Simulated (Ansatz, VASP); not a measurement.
# One calculation of LiH, two programs

```
Li H
1.0
     0.00000    1.99037    1.99037
     1.99037    0.00000    1.99037
     1.99037    1.99037    0.00000
Li H
1 1
Direct
  0.00000 0.00000 0.00000
  0.50000 0.50000 0.50000
```

Change from the starting cell: unstrained.

Alike in both runs: task single point; functional PBEsol; k mesh 10 × 10 × 10; no spin polarisation.

|  | VASP | Ansatz |
| --- | --- | --- |
| version | VASP 6.6.1 | Ansatz 0.2.0 |
| potentials or method | VASP PAW PBE potentials, release 64 (Li_sv, H), cutoff 520 eV | all-electron LAPW, scalar-relativistic |
| occupations | gaussian, width 0.01 eV | fixed |

```tsv
	VASP	Ansatz	Ansatz less VASP
gap on the k mesh at the Fermi level (eV)	2.73	2.73	+0.002
```

VASP's potentials were made for PBE, not for PBEsol. Ansatz ran all-electron here, and VASP with PAW potentials.

Noted on VASP's run: the cutoff is short for stress, so the pressure is rough.
